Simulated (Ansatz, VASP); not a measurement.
GaSb: VASP beside Ansatz

```
Ga Sb
1.0
     0.00000    3.10806    3.10806
     3.10806    0.00000    3.10806
     3.10806    3.10806    0.00000
Ga Sb
1 1
Direct
  0.00000 0.00000 0.00000
  0.25000 0.25000 0.25000
```

Alike in both runs: task electric field gradients; functional r2SCAN; k mesh 9 × 9 × 9; occupations fermi-dirac, width 0.08 eV; no spin polarisation.

|  | VASP | Ansatz |
| --- | --- | --- |
| version | VASP 6.6.1 | Ansatz 0.2.0 |
| potentials or method | VASP PAW PBE potentials, release 64 (Ga_d, Sb) | PAW with Ansatz's default frozen-core files, scalar-relativistic |
| plane-wave cutoff (eV) | 520 | 500 |
| valence electrons in the cell | 18 | 28 |

```tsv
	VASP	Ansatz	Ansatz less VASP
pressure (GPa)	-1.9	-1.9	-0.07
```

VASP's potentials were made for PBE, not for r2SCAN. VASP's potentials hold 18 valence electrons a cell and Ansatz's 28, so a difference there can come from the potentials and not from the codes.

Neither program's run includes spin-orbit coupling.
